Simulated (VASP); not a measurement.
# Yb (P6_3/mmc) in VASP: single point with PBE

Aim: the single point of Yb with PBE.

Everything below comes from runs of VASP 6.6.1. Logs are shortened: lines on timing, memory, paths and dates and some standing lists are left out, and cuts for length are marked.

## (1) The cell of the first run

The structure is hexagonal, space group P6_3/mmc (No. 194). Conventional cell: a = 3.123 Å, b = 3.123 Å, c = 5.071 Å, α = 90.00°, β = 90.00°, γ = 120.00°. Within 4.1 Å of Yb (site symmetry -6m2) lie 12 Yb at 3.11 to 3.12 Å.

This isn't the form of Yb at room conditions, which is fcc.

## (2) Single point, PBE

Input file INCAR:

```
PREC = Accurate
ENCUT = 520
EDIFF = 1E-6
ISMEAR = -1
SIGMA = 0.05
LREAL = F
LASPH = T
NELM = 80
ALGO = Normal
ISIF = 2
LWAVE = F
LCHARG = F
GGA = PE
NBANDS = 31
```

Input file KPOINTS:

```
regular mesh
0
Gamma
  14 14 8
```

Input file POSCAR:

```
Yb
1.0
    3.1233372518      0.0000000000      0.0000000000
   -1.5616686259      2.7048894047      0.0000000000
    0.0000000000      0.0000000000      5.0705445769
Yb
2
Direct
    0.3333333333      0.6666666667      0.2500000000
    0.6666666667      0.3333333333      0.7500000000
```

Potentials or basis: VASP PAW PBE potentials, release 64 (Yb).

Launch:

```bash
$ cat potpaw_PBE.64/Yb/POTCAR > POTCAR
$ mpirun -np 1 vasp_std > vasp.out
```

OUTCAR:

```text
PREC = Accurate
   ENCUT = 520
   EDIFF = 1E-6
   ISMEAR = -1
   LREAL = F
   LASPH = T
   NELM = 80
   ISIF = 2
   GGA = PE

 ion  position               nearest neighbor table
   1  0.333  0.667  0.250-   2 3.11   2 3.11   2 3.11   2 3.11   2 3.11   2 3.11
   2  0.667  0.333  0.750-   1 3.11   1 3.11   1 3.11   1 3.11   1 3.11   1 3.11

  LATTYP: Found a hexagonal cell.
 ALAT       =     3.1233372518
 C/A-ratio  =     1.6234380626

  Lattice vectors:

 A1 = (   3.1233372518,   0.0000000000,   0.0000000000)
 A2 = (  -1.5616686259,   2.7048894047,   0.0000000000)
 A3 = (   0.0000000000,   0.0000000000,   5.0705445769)

Analysis of symmetry for initial positions (statically):
=====================================================================
 Subroutine PRICEL returns:
 Original cell was already a primitive cell.

 Routine SETGRP: Setting up the symmetry group for a
 hexagonal supercell.

 Subroutine GETGRP returns: Found 24 space group operations
 (whereof 12 operations were pure point group operations)
 out of a pool of 24 trial point group operations.

The static configuration has the point symmetry D_3d.
 The point group associated with its full space group is D_6h.

Analysis of symmetry for dynamics (positions and initial velocities):
=====================================================================
 Subroutine PRICEL returns:
 Original cell was already a primitive cell.

 Routine SETGRP: Setting up the symmetry group for a
 hexagonal supercell.

 Subroutine GETGRP returns: Found 24 space group operations
 (whereof 12 operations were pure point group operations)
 out of a pool of 24 trial point group operations.

The dynamic configuration has the point symmetry D_3d.
 The point group associated with its full space group is D_6h.

 Subroutine INISYM returns: Found 24 space group operations
 (whereof 12 operations are pure point group operations),
 and found     1 'primitive' translations

----------------------------------------------------------------------------------------

                                     Primitive cell

  volume of cell :      42.8374

  direct lattice vectors                    reciprocal lattice vectors
     3.123337252  0.000000000  0.000000000     0.320170356  0.184850441  0.000000000
    -1.561668626  2.704889405  0.000000000     0.000000000  0.369700883  0.000000000
     0.000000000  0.000000000  5.070544577     0.000000000  0.000000000  0.197217475

  length of vectors
     3.123337252  3.123337252  5.070544577     0.369700883  0.369700883  0.197217475

  position of ions in fractional coordinates (direct lattice)
     0.333333333  0.666666667  0.250000000
     0.666666667  0.333333333  0.750000000

  ion indices of the primitive-cell ions
   primitive index   ion index
                 1           1
                 2           2

----------------------------------------------------------------------------------------

 KPOINTS: regular mesh

Automatic generation of k-mesh.
 Grid dimensions read from file:
 generate k-points for:   14   14    8

 Generating k-lattice:

  Cartesian coordinates                     Fractional coordinates (reciprocal lattice)
     0.022869311  0.013203603  0.000000000     0.071428571 -0.000000000  0.000000000
     0.000000000  0.026407206  0.000000000     0.000000000  0.071428571  0.000000000
     0.000000000  0.000000000  0.024652184     0.000000000  0.000000000  0.125000000

  Length of vectors
     0.026407206  0.026407206  0.024652184

  Shift w.r.t. Gamma in fractional coordinates (k-lattice)
     0.000000000  0.000000000  0.000000000

 Subroutine IBZKPT returns following result:
 ===========================================

 Found    120 irreducible k-points:

 Following reciprocal coordinates:
            Coordinates               Weight
  0.000000  0.000000  0.000000      1.000000
  0.071429  0.000000  0.000000      6.000000
  0.142857 -0.000000  0.000000      6.000000
  0.214286 -0.000000  0.000000      6.000000
  0.285714  0.000000  0.000000      6.000000
  0.357143  0.000000  0.000000      6.000000
[... 16 lines left out ...]
  0.285714  0.285714  0.000000      6.000000
  0.357143  0.285714  0.000000      6.000000
 [... further k-points ...]
   k-points           NKPTS =    120   k-points in BZ     NKDIM =    120   number of bands    NBANDS=     31
   number of dos      NEDOS =    301   number of ions     NIONS =      2
   total plane-waves  NPLWV =  23040
   dimension x,y,z NGX =    24 NGY =   24 NGZ =   40
   dimension x,y,z NGXF=    48 NGYF=   48 NGZF=   80
   ions per type =               2
   NGX,Y,Z   is equivalent  to a cutoff of  12.77, 12.77, 13.11 a.u.
   NGXF,Y,Z  is equivalent  to a cutoff of  25.55, 25.55, 26.23 a.u.
 SYSTEM =  unknown system
   PREC   = accura    normal or accurate (medium, high low for compatibility)
   ISTART =      0    job   : 0-new  1-cont  2-samecut
   ICHARG =      2    charge: 1-file 2-atom 10-const
   ISPIN  =      1    spin polarized calculation?
   LNONCOLLINEAR =      F non collinear calculations
   LSORBIT =      F    spin-orbit coupling
   LASPH  =      T    aspherical Exc in radial PAW
   ENCUT  =  520.0 eV  38.22 Ry    6.18 a.u.   5.81  5.81  9.43*2*pi/ulx,y,z
   NELM   =     80;   NELMIN=  2; NELMDL= -5     # of ELM steps
   EDIFF  = 0.1E-05   stopping-criterion for ELM
   LREAL  =      F    real-space projection
   EDIFFG = 0.1E-04   stopping-criterion for IOM
   NSW    =      0    number of steps for IOM
   IBRION =     -1    ionic relax: 0-MD 1-quasi-New 2-CG
   NFREE  =      0    steps in history (QN), initial steepest desc. (CG)
   ISIF   =      2    stress and relaxation
   ISYM   =      2    0-nonsym 1-usesym 2-fastsym
   POTIM  = 0.5000    time-step for ionic-motion
   TEBEG  =    0.0;   TEEND  =   0.0 temperature during run
   PSTRESS=    0.0 pullay stress
   NELECT =      48.0000    total number of electrons
   NUPDOWN=      -1.0000    fix difference up-down
   EMIN   =  10.00;   EMAX   =-10.00  energy-range for DOS
   EFERMI =   0.00;   METHOD = LEGACY
   ISMEAR =    -1;   SIGMA  =   0.05  broadening in eV -4-tet -1-fermi 0-gaus
   EFERMI_NEDOS =   21; number of points for ismear=-14 and -15
   IALGO  =     38    algorithm
   IMIX   =      4    mixing-type and parameters
     AMIX     =   0.40;   BMIX     =  1.00
     AMIX_MAG =   1.60;   BMIX_MAG =  1.00
  volume/ion in A,a.u.               =      21.42       144.54
  Fermi-wavevector in a.u.,A,eV,Ry     =   1.700386  3.213264 39.338706  2.891313
  Thomas-Fermi vector in A             =   2.780531
   LORBIT       =      0    0 simple, 1 ext, 2 COOP (PROOUT), +10 PAW based schemes
   GGA     = PE    functional components
   LHFCALC =     F    Hartree Fock is set to
   AEXX    =    0.0000 exact exchange contribution
   IVDW    =     0    specifies the selected vdW correction
   LEPSILON=     F    determine dielectric tensor
   LRPA    =     F    only Hartree local field effects (RPA)
 non-spin polarized calculation
  energy-cutoff  :      520.00
  volume of cell :       42.84
 maximum number of plane-waves:      1182
 NGX is ok and might be reduce to    24
   NGX = 11   NGY = 11   NGZ = 19

 number of electron      48.0000023 magnetization

 Free energy of the ion-electron system (eV)
  ---------------------------------------------------
  ext. energy  EPLUGINS =         0.00000000
  ---------------------------------------------------
  free energy    TOTEN  =        -5.80414709 eV

  energy without entropy =       -5.78168755  energy(sigma->0) =       -5.79291732

 E-fermi :   3.3696     XC(G=0): -12.0295

 val. band max:        3.3586049124   @ k =   0.3571   0.2857   0.0000
 cond. band min:       3.3759099784   @ k =   0.3571   0.2857   0.3750
 fundamental gap:      0.0173050660
 Fermi energy:         3.3696058710

 k-point     1 :       0.0000    0.0000    0.0000
  band No.  band energies     occupation
      1     -48.0665      2.00000
      2     -47.9032      2.00000
      3     -21.2347      2.00000
      4     -19.7982      2.00000
      5     -19.7982      2.00000
      6     -19.5867      2.00000
[... 23 lines left out ...]
     30       7.7707      0.00000
     31       8.8991      0.00000

 k-point     2 :       0.0714    0.0000    0.0000
  band No.  band energies     occupation
      1     -48.0596      2.00000
      2     -47.8999      2.00000
      3     -21.2082      2.00000
      4     -19.8646      2.00000
      5     -19.8187      2.00000
      6     -19.6570      2.00000
[... 23 lines left out ...]
     30       7.9559      0.00000
     31       8.5879      0.00000

 k-point     3 :       0.1429   -0.0000    0.0000
  band No.  band energies     occupation
      1     -48.0401      2.00000
      2     -47.8910      2.00000
      3     -21.1313      2.00000
      4     -20.0495      2.00000
      5     -19.8742      2.00000
      6     -19.8465      2.00000
[... 23 lines left out ...]
     30       7.9949      0.00000
     31       8.2089      0.00000

 k-point     4 :       0.2143   -0.0000    0.0000
  band No.  band energies     occupation
      1     -48.0111      2.00000
      2     -47.8788      2.00000
      3     -21.0115      2.00000
      4     -20.3132      2.00000
      5     -20.1027      2.00000
      6     -19.9505      2.00000
[... 23 lines left out ...]
     30       8.3983      0.00000
     31       8.5065      0.00000

 k-point     5 :       0.2857    0.0000    0.0000
  band No.  band energies     occupation
      1     -47.9772      2.00000
      2     -47.8667      2.00000
      3     -20.8613      2.00000
      4     -20.5995      2.00000
      5     -20.3676      2.00000
      6     -20.0312      2.00000
[... 23 lines left out ...]
     30       9.4410      0.00000
     31       9.5730      0.00000
[... 542 lines left out ...]
     30      10.3769      0.00000
     31      11.4951      0.00000

 k-point    22 :       0.3571    0.2143    0.0000
  band No.  band energies     occupation
      1     -47.8906      2.00000
      2     -47.8568      2.00000
      3     -20.9164      2.00000
      4     -20.6638      2.00000
      5     -20.4254      2.00000
      6     -20.3862      2.00000
[... 23 lines left out ...]
     30      11.1571      0.00000
     31      11.7899      0.00000

 k-point    23 :       0.2857    0.2857    0.0000
  band No.  band energies     occupation
      1     -47.8876      2.00000
      2     -47.8575      2.00000
      3     -20.8453      2.00000
      4     -20.6603      2.00000
      5     -20.4519      2.00000
      6     -20.3663      2.00000
[... 23 lines left out ...]
     30      10.9573      0.00000
     31      11.3983      0.00000

 k-point    24 :       0.3571    0.2857    0.0000
  band No.  band energies     occupation
      1     -47.8760      2.00000
      2     -47.8627      2.00000
      3     -20.8406      2.00000
      4     -20.5887      2.00000
      5     -20.5619      2.00000
      6     -20.2748      2.00000
[... 23 lines left out ...]
     30      11.3641      0.00000
     31      11.5133      0.00000

 [... further k-points ...]

------------------------ aborting loop because EDIFF is reached ----------------------------------------

  FORCE on cell =-STRESS in cart. coord.  units (eV):
  Direction    XX          YY          ZZ          XY          YZ          ZX
  --------------------------------------------------------------------------------------
  -------------------------------------------------------------------------------------
  Total        6.2682194      6.2682194      6.2814910      0.0000000      0.0000000      0.0000000
  in kB      234.4400339    234.4400339    234.9364069      0.0000000      0.0000000      0.0000000
  external PRESSURE =     234.6054916 kB  Pullay stress =       0.0000000 kB

 VOLUME and BASIS-vectors are now :
 -----------------------------------------------------------------------------
  energy-cutoff  :      520.00
  volume of cell :       42.84
      direct lattice vectors                 reciprocal lattice vectors
     3.123337252  0.000000000  0.000000000     0.320170356  0.184850441  0.000000000
    -1.561668626  2.704889405  0.000000000     0.000000000  0.369700883  0.000000000
     0.000000000  0.000000000  5.070544577     0.000000000  0.000000000  0.197217475

 POSITION                                       TOTAL-FORCE (eV/Angst)
 -----------------------------------------------------------------------------------
     -0.00000      1.80326      1.26764        -0.000000      0.000000      0.000000
      1.56167      0.90163      3.80291         0.000000      0.000000      0.000000
 -----------------------------------------------------------------------------------
    total drift:                               -0.000000      0.000000     -0.000000

  FREE ENERGIE OF THE ION-ELECTRON SYSTEM (eV)
  ---------------------------------------------------
  free  energy   TOTEN  =        -5.8041470921 eV

  energy  without entropy=       -5.7816875543  energy(sigma->0) =       -5.79291732
```

Run time: 5.4 min. Hardware: 1 thread of Intel Xeon Platinum 8259CL at 2.50GHz (Skylake/Cascade Lake), shared host; peak memory 0.27 GiB.

Results:

```yaml
Free_energy: -5.8041 eV
Pressure: 23.5 GPa
Band_gap_on_the_k_mesh: zero (bands 24 and 25 overlap by 0.63 eV)
```

Caveat: the cell stands under pressure; spin-orbit coupling is left out, which moves the levels of the heavy elements. Spin polarisation is off, so any magnetic state and its effect on volume and gap are missing.
